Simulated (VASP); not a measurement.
Write the native input for VASP 6.6.1 that does the following.

- Task: single point
- Functional: PBE
- Potentials or basis: VASP PAW PBE potentials, release 64 (Pb_d, S)
- Cutoff: 520 eV
- k mesh: 4 × 4 × 4
- Occupations: fermi-dirac, width 0.05 eV
- Spin: no spin polarisation
- Dipole correction: no
- Further INCAR settings: ALGO = Normal; EDIFF = 1e-06; NBANDS = 17

The structure of PbS (Galena) lies in POSCAR:

```
PbS
1.0
    0.0000000000      2.9657500000      2.9657500000
    2.9657500000      0.0000000000      2.9657500000
    2.9657500000      2.9657500000      0.0000000000
Pb S
1 1
Direct
    0.0000000000      0.0000000000      0.0000000000
    0.5000000000      0.5000000000      0.5000000000
```

One way to write it, as run:

INCAR

```
PREC     = Accurate       # precision mode
ENCUT    = 520            # plane-wave cutoff, eV
EDIFF    = 1E-6           # SCF threshold, eV
ISMEAR   = -1             # smearing method
SIGMA    = 0.05           # smearing width, eV
LREAL    = F              # projectors in reciprocal space
LASPH    = T              # aspherical terms in the spheres
NELM     = 60             # most SCF steps
ALGO     = Normal         # electronic algorithm
ISIF     = 2              # what is computed and relaxed
LWAVE    = F              # write WAVECAR
LCHARG   = F              # write CHGCAR
GGA      = PE             # functional
NBANDS   = 17             # bands
```

KPOINTS

```
regular mesh
0
Gamma
  4 4 4
```

Potentials or basis: VASP PAW PBE potentials, release 64 (Pb_d, S).

Run with:

```console
$ cat potpaw_PBE.64/Pb_d/POTCAR potpaw_PBE.64/S/POTCAR > POTCAR
$ mpirun -np 1 vasp_std > vasp.out
```

It gave:

```yaml
Pressure: 2.2 GPa
Band_gap_on_the_k_mesh: 0.36 eV, direct
```

Caveat: the k points lie up to 0.46 Å⁻¹ apart; spin-orbit coupling is left out, which moves the levels of the heavy elements.

It took 6.6 s on 1 thread of Intel Xeon 6975P-C, with other jobs on the host, peak memory 0.18 GiB.
